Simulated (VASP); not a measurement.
# Ge3P4 (I-43d) in VASP: further runs

The runs below take Ge3P4 through single point, with PBE.

All numbers are computed with VASP 6.6.1; they aren't measurements. Logs are shortened: lines on timing, memory, paths and dates and some standing lists are left out, and cuts for length are marked.

## 1. The cell of the first run

It takes space group I-43d (No. 220, cubic). The conventional cell has a = 8.326 Å, b = 8.326 Å, c = 8.326 Å, α = 90.00°, β = 90.00°, γ = 90.00°. Ge (site symmetry -4) has 4 P at 2.26 Å within 3.0 Å. Within 3.0 Å of P (site symmetry 3) lie 3 Ge at 2.26 Å.

The cell was generated, and may not be a known phase.

## 2. Single point, PBE

INCAR

```
SYSTEM = Ge3P4
ALGO     = Normal         ! electronic algorithm
EDIFF    = 1E-6           ! SCF threshold, eV
ENCUT    = 520            ! plane-wave cutoff, eV
GGA      = PE             ! functional
ISIF     = 2              ! what is computed and relaxed
ISMEAR   = 0              ! smearing method
LASPH    = .TRUE.         ! aspherical terms in the spheres
LCHARG   = .FALSE.        ! write CHGCAR
LREAL    = .FALSE.        ! projectors in reciprocal space
LWAVE    = .FALSE.        ! write WAVECAR
NBANDS   = 75             ! bands
NELM     = 100            ! most SCF steps
PREC     = Accurate       ! precision mode
SIGMA    = 0.1            ! smearing width, eV
```

KPOINTS

```
k-points
0
G
  4 4 4
  0 0 0
```

POSCAR

```
Ge3P4
1.0
   -4.1629815300      4.1629815300      4.1629815300
    4.1629815300     -4.1629815300      4.1629815300
    4.1629815300      4.1629815300     -4.1629815300
Ge P
6 8
Direct
    0.2500000000      0.1250000000      0.8750000000
    0.8750000000      0.2500000000      0.1250000000
    0.7500000000      0.3750000000      0.6250000000
    0.6250000000      0.7500000000      0.3750000000
    0.1250000000      0.8750000000      0.2500000000
    0.3750000000      0.6250000000      0.7500000000
    0.5551999800      0.5551999800      0.5551999800
    0.4448000200      0.5000000000      0.0000000000
    0.5000000000      0.0000000000      0.9448000200
    0.0000000000      0.4448000200      0.5000000000
    0.9448000200      0.5000000000      0.0000000000
    0.0551999800      0.0551999800      0.0551999800
    0.0000000000      0.9448000200      0.5000000000
    0.5000000000      0.0000000000      0.4448000200
```

Potentials or basis: VASP PAW PBE potentials, release 64 (Ge_d, P).

The run is started by

```sh
$ cat potpaw_PBE.64/Ge_d/POTCAR potpaw_PBE.64/P/POTCAR > POTCAR
$ mpirun -np 1 vasp_std > vasp.out
```

OUTCAR:

```text
SYSTEM = Ge3P4
   EDIFF = 1E-6
   ENCUT = 520
   GGA = PE
   ISIF = 2
   ISMEAR = 0
   LASPH = .TRUE.
   LREAL = .FALSE.
   NELM = 100
   PREC = Accurate

 ion  position               nearest neighbor table
   1  0.250  0.125  0.875-   8 2.26   9 2.26  12 2.26  13 2.26
   2  0.875  0.250  0.125-   9 2.26  10 2.26  11 2.26  12 2.26
   3  0.750  0.375  0.625-   7 2.26  10 2.26  11 2.26  14 2.26
   4  0.625  0.750  0.375-   7 2.26   8 2.26  13 2.26  14 2.26
   5  0.125  0.875  0.250-  11 2.26  12 2.26  13 2.26  14 2.26
   6  0.375  0.625  0.750-   7 2.26   8 2.26   9 2.26  10 2.26
   7  0.555  0.555  0.555-   3 2.26   4 2.26   6 2.26
   8  0.445  0.500  0.000-   1 2.26   4 2.26   6 2.26
   9  0.500  0.000  0.945-   1 2.26   2 2.26   6 2.26
  10  0.000  0.445  0.500-   2 2.26   3 2.26   6 2.26
  11  0.945  0.500  0.000-   2 2.26   3 2.26   5 2.26
  12  0.055  0.055  0.055-   1 2.26   2 2.26   5 2.26
  13  0.000  0.945  0.500-   1 2.26   4 2.26   5 2.26
  14  0.500  0.000  0.445-   3 2.26   4 2.26   5 2.26

  LATTYP: Found a body centered cubic cell.
 ALAT       =     8.3259630600

  Lattice vectors:

 A1 = (  -4.1629815300,   4.1629815300,   4.1629815300)
 A2 = (   4.1629815300,  -4.1629815300,   4.1629815300)
 A3 = (   4.1629815300,   4.1629815300,  -4.1629815300)

Analysis of symmetry for initial positions (statically):
=====================================================================
 Subroutine PRICEL returns:
 Original cell was already a primitive cell.

 Routine SETGRP: Setting up the symmetry group for a
 body centered cubic supercell.

 Subroutine GETGRP returns: Found 24 space group operations
 (whereof  3 operations were pure point group operations)
 out of a pool of 48 trial point group operations.

The static configuration has the point symmetry C_3 .
 The point group associated with its full space group is T_d .

Analysis of symmetry for dynamics (positions and initial velocities):
=====================================================================
 Subroutine PRICEL returns:
 Original cell was already a primitive cell.

 Routine SETGRP: Setting up the symmetry group for a
 body centered cubic supercell.

 Subroutine GETGRP returns: Found 24 space group operations
 (whereof  3 operations were pure point group operations)
 out of a pool of 48 trial point group operations.

The dynamic configuration has the point symmetry C_3 .
 The point group associated with its full space group is T_d .
[... 120 lines left out ...]
   EFERMI =   0.00;   METHOD = LEGACY
   ISMEAR =     0;   SIGMA  =   0.10  broadening in eV -4-tet -1-fermi 0-gaus
   EFERMI_NEDOS =   21; number of points for ismear=-14 and -15
   IALGO  =     38    algorithm
   IMIX   =      4    mixing-type and parameters
     AMIX     =   0.40;   BMIX     =  1.00
     AMIX_MAG =   1.60;   BMIX_MAG =  1.00
  volume/ion in A,a.u.               =      20.61       139.10
  Fermi-wavevector in a.u.,A,eV,Ry     =   1.235353  2.334478 20.763795  1.526096
  Thomas-Fermi vector in A             =   2.370005
   LORBIT       =      0    0 simple, 1 ext, 2 COOP (PROOUT), +10 PAW based schemes
   GGA     = PE    functional components
   LHFCALC =     F    Hartree Fock is set to
   AEXX    =    0.0000 exact exchange contribution
   IVDW    =     0    specifies the selected vdW correction
   LEPSILON=     F    determine dielectric tensor
   LRPA    =     F    only Hartree local field effects (RPA)
 non-spin polarized calculation
 Gauss-broadening in eV      SIGMA  =   0.10
  energy-cutoff  :      520.00
  volume of cell :      288.58
 maximum number of plane-waves:      7816
 NGX is ok and might be reduce to    54
   NGX = 27   NGY = 27   NGZ = 27

 number of electron     123.9999964 magnetization

 Free energy of the ion-electron system (eV)
  ---------------------------------------------------
  ext. energy  EPLUGINS =         0.00000000
  ---------------------------------------------------
  free energy    TOTEN  =       -64.36534476 eV

  energy without entropy =      -64.33105087  energy(sigma->0) =      -64.34819781

 E-fermi :   5.7592     XC(G=0):  -9.8094

 val. band max:        5.7201425343   @ k =  -0.2500   0.2500   0.2500
 cond. band min:       5.8383385471   @ k =   0.2500   0.0000   0.0000
 fundamental gap:      0.1181960128
 Fermi energy:         5.7591973469

 k-point     1 :       0.0000    0.0000    0.0000
  band No.  band energies     occupation
      1     -19.9581      2.00000
      2     -19.9518      2.00000
      3     -19.9518      2.00000
      4     -19.9518      2.00000
      5     -19.9459      2.00000
      6     -19.9459      2.00000
[... 605 lines left out ...]
     73       8.9285      0.00000
     74       8.9285      0.00000
 [bands above 74 left out]

------------------------ aborting loop because EDIFF is reached ----------------------------------------

  FORCE on cell =-STRESS in cart. coord.  units (eV):
  Direction    XX          YY          ZZ          XY          YZ          ZX
  --------------------------------------------------------------------------------------
  -------------------------------------------------------------------------------------
  Total       13.9640475     13.9640475     13.9640475     -0.0000000     -0.0000000     -0.0000000
  in kB       77.5261928     77.5261928     77.5261928     -0.0000000     -0.0000000     -0.0000000
  external PRESSURE =      77.5261928 kB  Pullay stress =       0.0000000 kB

 VOLUME and BASIS-vectors are now :
 -----------------------------------------------------------------------------
  energy-cutoff  :      520.00
  volume of cell :      288.58
      direct lattice vectors                 reciprocal lattice vectors
    -4.162981530  4.162981530  4.162981530     0.000000000  0.120106226  0.120106226
     4.162981530 -4.162981530  4.162981530     0.120106226  0.000000000  0.120106226
     4.162981530  4.162981530 -4.162981530     0.120106226  0.120106226  0.000000000

 POSITION                                       TOTAL-FORCE (eV/Angst)
 -----------------------------------------------------------------------------------
      3.12224      4.16298     -2.08149        -0.000000      0.000000      0.000000
     -2.08149      3.12224      4.16298        -0.000000      0.000000      0.000000
      1.04075      4.16298      2.08149        -0.000000      0.000000      0.000000
      2.08149      1.04075      4.16298        -0.000000      0.000000      0.000000
      4.16298     -2.08149      3.12224        -0.000000      0.000000      0.000000
      4.16298      2.08149      1.04075        -0.000000      0.000000      0.000000
      2.31129      2.31129      2.31129        -0.358308     -0.358308     -0.358308
      0.22980     -0.22980      3.93319        -0.358308      0.358308      0.358308
      1.85169      6.01468     -1.85169         0.358308      0.358308     -0.358308
      3.93319      0.22980     -0.22980         0.358308     -0.358308      0.358308
     -1.85169      1.85169      6.01468        -0.358308      0.358308      0.358308
      0.22980      0.22980      0.22980        -0.358308     -0.358308     -0.358308
      6.01468     -1.85169      1.85169         0.358308     -0.358308      0.358308
     -0.22980      3.93319      0.22980         0.358308      0.358308     -0.358308
 -----------------------------------------------------------------------------------
    total drift:                               -0.000011     -0.000011     -0.000010

  FREE ENERGIE OF THE ION-ELECTRON SYSTEM (eV)
  ---------------------------------------------------
  free  energy   TOTEN  =       -64.3653447576 eV

  energy  without entropy=      -64.3310508690  energy(sigma->0) =      -64.34819781
```

OSZICAR:

```text
N       E                     dE             d eps       ncg     rms          rms(c)
DAV:   1     0.166738334412E+04    0.16674E+04   -0.52596E+04  1576   0.348E+03
DAV:   2     0.292730922094E+03   -0.13747E+04   -0.13160E+04  1200   0.108E+03
DAV:   3    -0.317790248932E+02   -0.32451E+03   -0.31188E+03  1303   0.256E+02
DAV:   4    -0.648009338979E+02   -0.33022E+02   -0.31957E+02  1440   0.887E+01
DAV:   5    -0.661871656957E+02   -0.13862E+01   -0.13699E+01  1424   0.180E+01    0.142E+01
DAV:   6    -0.646078506177E+02    0.15793E+01   -0.29886E+00  1608   0.944E+00    0.855E+00
DAV:   7    -0.643846899097E+02    0.22316E+00   -0.12605E+00  1509   0.331E+00    0.294E+00
DAV:   8    -0.643674357989E+02    0.17254E-01   -0.24766E-01  1616   0.371E+00    0.562E-01
DAV:   9    -0.643648039143E+02    0.26319E-02   -0.32056E-02  1608   0.164E+00    0.249E-01
DAV:  10    -0.643651927827E+02   -0.38887E-03   -0.30546E-03  1608   0.278E-01    0.801E-02
DAV:  11    -0.643653787317E+02   -0.18595E-03   -0.65791E-04  1597   0.147E-01    0.797E-02
DAV:  12    -0.643653442399E+02    0.34492E-04   -0.80526E-05  1480   0.353E-02    0.355E-02
DAV:  13    -0.643653457564E+02   -0.15165E-05   -0.25370E-05  1109   0.169E-02    0.869E-03
DAV:  14    -0.643653445460E+02    0.12104E-05   -0.76481E-06  1407   0.186E-02    0.320E-03
DAV:  15    -0.643653447576E+02   -0.21157E-06   -0.72456E-07   719   0.564E-03
   1 F= -.64365345E+02 E0= -.64348198E+02  d E =-.342939E-01
```

stdout:

```text
POSCAR found type information on POSCAR GeP
 POSCAR found :  2 types and      14 ions
 scaLAPACK will be used
 LDA part: xc-table for (Slater+PW92), standard interpolation
 POSCAR, INCAR and KPOINTS ok, starting setup
 FFT: planning ... GRIDC
 FFT: planning ... GRID_SOFT
 FFT: planning ... GRID
 WAVECAR not read
 entering main loop
```

It took 2.7 min on 1 thread of Intel Xeon Platinum 8488C (Sapphire Rapids), shared host; peak memory 0.42 GiB.

Results:

| Property | Result |
| --- | --- |
| Free energy | -64.3653 eV |
| Pressure | 7.8 GPa |
| Largest force | 0.621 eV/Å |
| Band gap on the k mesh | 0.02 eV (least direct gap 0.14 eV) |

Forces in eV/Å, atoms in the order of the input:
```
Ge   0.000  0.000  0.000
Ge   0.000  0.000  0.000
Ge   0.000  0.000  0.000
Ge   0.000  0.000  0.000
Ge   0.000  0.000  0.000
Ge   0.000  0.000  0.000
P   -0.358 -0.358 -0.358
P   -0.358  0.358  0.358
P    0.358  0.358 -0.358
P    0.358 -0.358  0.358
P   -0.358  0.358  0.358
P   -0.358 -0.358 -0.358
P    0.358 -0.358  0.358
P    0.358  0.358 -0.358
```

Caveat: the cell stands under pressure; the smearing spreads over this small gap; semilocal functionals underestimate gaps, and a narrow one can read as zero.

## 3. Single point, PBE

This run uses another cell than the first one, of 21.05 Å³/atom.

INCAR

```
  PREC = Accurate
  ENCUT = 520
  EDIFF = 1E-7
  ISMEAR = 0
  SIGMA = 0.1
  LREAL = False
  LASPH = True
  NELM = 60
  ALGO = Normal
  ISIF = 2
  LWAVE = False
  LCHARG = False
  GGA = PE
  NBANDS = 75
```

KPOINTS

```
Automatic mesh
0
Gamma
  4 4 4
```

POSCAR

```
Ge3P4
1.0
   -4.1919091061      4.1919091061      4.1919091061
    4.1919091061     -4.1919091061      4.1919091061
    4.1919091061      4.1919091061     -4.1919091061
Ge P
6 8
Direct
    0.2500000000      0.1250000000      0.8750000000
    0.8750000000      0.2500000000      0.1250000000
    0.7500000000      0.3750000000      0.6250000000
    0.6250000000      0.7500000000      0.3750000000
    0.1250000000      0.8750000000      0.2500000000
    0.3750000000      0.6250000000      0.7500000000
    0.4821779469      0.4821779469      0.4821779469
    0.5178220531      0.5000000000      0.0000000000
    0.5000000000      0.0000000000      1.0178220531
    0.0000000000      0.5178220531      0.5000000000
    1.0178220531      0.5000000000      0.0000000000
   -0.0178220531     -0.0178220531     -0.0178220531
    0.0000000000      1.0178220531      0.5000000000
    0.5000000000      0.0000000000      0.5178220531
```

Potentials or basis: VASP PAW PBE potentials, release 64 (Ge_d, P).

The run is started by

```sh
$ cat potpaw_PBE.64/Ge_d/POTCAR potpaw_PBE.64/P/POTCAR > POTCAR
$ mpirun -np 1 vasp_std > vasp.out
```

It took 2.7 min on 1 thread of Intel Xeon Platinum 8488C (Sapphire Rapids), shared host; peak memory 0.41 GiB.

Results (log left out):

| Quantity | Value |
| --- | --- |
| Free energy | -67.3494 eV |
| Pressure | -0.4 GPa |
| Largest force | 0.029 eV/Å |
| Band gap on the k mesh | 0.09 eV |

Forces in eV/Å, atoms in the order of the input:
```
Ge   0.000  0.000  0.000
Ge   0.000  0.000  0.000
Ge   0.000  0.000  0.000
Ge   0.000  0.000  0.000
Ge   0.000  0.000  0.000
Ge   0.000  0.000  0.000
P   -0.017 -0.017 -0.017
P   -0.017  0.017  0.017
P    0.017  0.017 -0.017
P    0.017 -0.017  0.017
P   -0.017  0.017  0.017
P   -0.017 -0.017 -0.017
P    0.017 -0.017  0.017
P    0.017  0.017 -0.017
```

Levels at points of the mesh, in eV from the valence-band top:
```tsv
k point	band 59	band 60	band 61	band 62	band 63	band 64	band 65	band 66
(0.00, 0.00, 0.00)	-1.41	0.00	0.00	0.00	0.09	0.09	0.09	0.21
(0.50, 0.00, 0.00)	-1.00	-1.00	-0.23	-0.23	1.20	1.20	1.35	1.35
(0.50, 0.50, 0.50)	-1.80	-1.80	-1.05	-1.05	1.45	1.45	1.45	1.45
```

Caveat: semilocal functionals underestimate gaps, and a narrow one can read as zero.

## 4. Single point, PBE

This run uses another cell than the first one, of 20.84 Å³/atom.

INCAR

```
  PREC = Accurate
  ENCUT = 520
  EDIFF = 1E-7
  ISMEAR = 0
  SIGMA = 0.01
  LREAL = False
  LASPH = True
  NELM = 100
  ALGO = Normal
  ISIF = 2
  LWAVE = False
  LCHARG = True
  GGA = PE
  LELF = True
  LVHAR = True
  NBANDS = 75
```

KPOINTS

```
regular mesh
0
Gamma
  6 6 6
```

POSCAR

```
Ge3P4
1.0
   -4.1780176370      4.1780176370      4.1780176370
    4.1780176370     -4.1780176370      4.1780176370
    4.1780176370      4.1780176370     -4.1780176370
Ge P
6 8
Direct
    0.2500000000      0.1250000000      0.8750000000
    0.8750000000      0.2500000000      0.1250000000
    0.7500000000      0.3750000000      0.6250000000
    0.6250000000      0.7500000000      0.3750000000
    0.1250000000      0.8750000000      0.2500000000
    0.3750000000      0.6250000000      0.7500000000
    0.4790943870      0.4790943870      0.4790943870
    0.5209056130      0.5000000000      0.0000000000
    0.5000000000      0.0000000000      0.0209056130
    0.0000000000      0.5209056130      0.5000000000
    0.0209056130      0.5000000000      0.0000000000
    0.9790943870      0.9790943870      0.9790943870
    0.0000000000      0.0209056130      0.5000000000
    0.5000000000      0.0000000000      0.5209056130
```

The run is started by

```sh
$ cat potpaw_PBE.64/Ge_d/POTCAR potpaw_PBE.64/P/POTCAR > POTCAR
$ mpirun -np 1 vasp_std > vasp.out
```

Wall time 5.2 min (1 thread of Intel Xeon Platinum 8488C (Sapphire Rapids), shared host); peak memory 0.5 GiB.

The run converged. Its results:

```yaml
Free_energy: -67.3437 eV
Pressure: -0.1 GPa
Band_gap_on_the_k_mesh: zero (filled and empty bands touch)
```

Forces in eV/Å, atoms in the order of the input:
```
Ge   0.000  0.000  0.000
Ge   0.000  0.000  0.000
Ge   0.000  0.000  0.000
Ge   0.000  0.000  0.000
Ge   0.000  0.000  0.000
Ge   0.000  0.000  0.000
P    0.002  0.002  0.002
P    0.002 -0.002 -0.002
P   -0.002 -0.002  0.002
P   -0.002  0.002 -0.002
P    0.002 -0.002 -0.002
P    0.002  0.002  0.002
P   -0.002  0.002 -0.002
P   -0.002 -0.002  0.002
```

Levels at points of the mesh, in eV from the Fermi level:
| k point | band 59 | band 60 | band 61 | band 62 | band 63 | band 64 | band 65 | band 66 |
| --- | --- | --- | --- | --- | --- | --- | --- | --- |
| (0.00, 0.00, 0.00) | -1.47 | 0.00 | 0.00 | 0.00 | 0.06 | 0.06 | 0.06 | 0.12 |
| (0.50, 0.00, 0.00) | -1.03 | -1.03 | -0.26 | -0.26 | 1.18 | 1.18 | 1.35 | 1.35 |
| (0.50, 0.50, 0.50) | -1.86 | -1.86 | -1.10 | -1.10 | 1.38 | 1.38 | 1.38 | 1.38 |

Caveat: semilocal functionals underestimate gaps, and a narrow one can read as zero.

## 5. The runs side by side

```csv
cell,k mesh,smearing,gap on the mesh (eV),pressure (GPa),largest force (eV/Å)
"a = 7.210 Å, angles 109.5°, 14 atoms, atomic positions A",4 × 4 × 4,gaussian 0.1 eV,0.02,7.8,0.62
"a = 7.261 Å, angles 109.5°, 14 atoms, atomic positions B",4 × 4 × 4,gaussian 0.1 eV,0.09,-0.4,0.03
"a = 7.237 Å, angles 109.5°, 14 atoms, atomic positions C",6 × 6 × 6,gaussian 0.01 eV,none,-0.1,-
```

Alike in all rows: task single point; level PBE; potentials or basis VASP PAW PBE potentials, release 64 (Ge_d, P); no spin polarisation; cutoff (eV) 520.

Caveats: semilocal functionals underestimate gaps, and a narrow one can read as zero; the cell stands under pressure (at least some runs); the smearing spreads over this small gap (at least some runs).

Total energies depend on the potentials used, so only differences within one code and one set of settings carry meaning.

The gap in the log of VASP goes by the Fermi energy; the results here count the filled bands.